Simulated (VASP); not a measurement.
Wanted: the native input for a VASP 6.6.1 run.

* Task: single point
* Functional: PBEsol-based global hybrid with 25 % exact exchange
* Potentials or basis: VASP PAW PBE potentials, release 64 (Te)
* Cutoff: 520 eV
* k mesh: 4 × 4 × 3
* Occupations: fermi-dirac, width 0.05 eV
* Spin: no spin polarisation
* Dipole correction: no
* Grid for exact exchange (PRECFOCK): Normal
* Share of exact exchange: 0.25
* Further INCAR settings: ALGO = Normal; EDIFF = 1e-06; NBANDS = 16

Te:

```xyz
3
Lattice="4.4540 0.0000 0.0000 -2.2270 3.8573 0.0000 0.0000 0.0000 5.9240" Properties=species:S:1:pos:R:3 pbc="T T T"
Te    1.6279    2.8197    0.0000
Te   -0.5991    1.0376    3.9493
Te    1.1981    0.0000    1.9747
```

The input as run:

POSCAR

```
Te
1.0
    4.4540000000      0.0000000000      0.0000000000
   -2.2270000000      3.8572771485      0.0000000000
    0.0000000000      0.0000000000      5.9240000000
Te
3
Direct
    0.7310000000      0.7310000000      0.0000000000
    0.0000000000      0.2690000000      0.6666666667
    0.2690000000      0.0000000000      0.3333333333
```

INCAR.step1

```
PREC = Accurate
ENCUT = 520
EDIFF = 1E-5
ISMEAR = -1
SIGMA = 0.05
LREAL = False
LASPH = True
NELM = 100
ALGO = Normal
ISIF = 2
LWAVE = True
LCHARG = False
GGA = PE
NBANDS = 16
```

INCAR.step2

```
PREC = Accurate
ENCUT = 520
EDIFF = 1E-6
ISMEAR = -1
SIGMA = 0.05
LREAL = False
LASPH = True
NELM = 100
ALGO = Normal
ISIF = 2
LWAVE = False
LCHARG = False
GGA = PS
LHFCALC = True
AEXX = 0.25
PRECFOCK = Normal
ISTART = 1
NBANDS = 16
```

KPOINTS

```
Automatic mesh
0
Gamma
  4 4 3
```

Potentials or basis: VASP PAW PBE potentials, release 64 (Te).

Launch:

```sh
$ cat potpaw_PBE.64/Te/POTCAR > POTCAR
$ cp INCAR.step1 INCAR
$ mpirun -np 1 vasp_std > vasp.out
$ cp INCAR.step2 INCAR
$ mpirun -np 1 vasp_std > vasp.out
```

It gave:

* Pressure: -2.3 GPa
* Largest force: 0.403 eV/Å
* Band gap on the k mesh: 1.88 eV (least direct gap 2.09 eV)

Caveat: the PAW data sets were made with another functional, which shifts forces and pressure a little; spin-orbit coupling is left out, which moves the levels of the heavy elements.

Run time: 22 min on 1 thread of AMD EPYC 7R43 64-Core Processor (Zen 3) (shared host), peak memory 0.21 GiB.
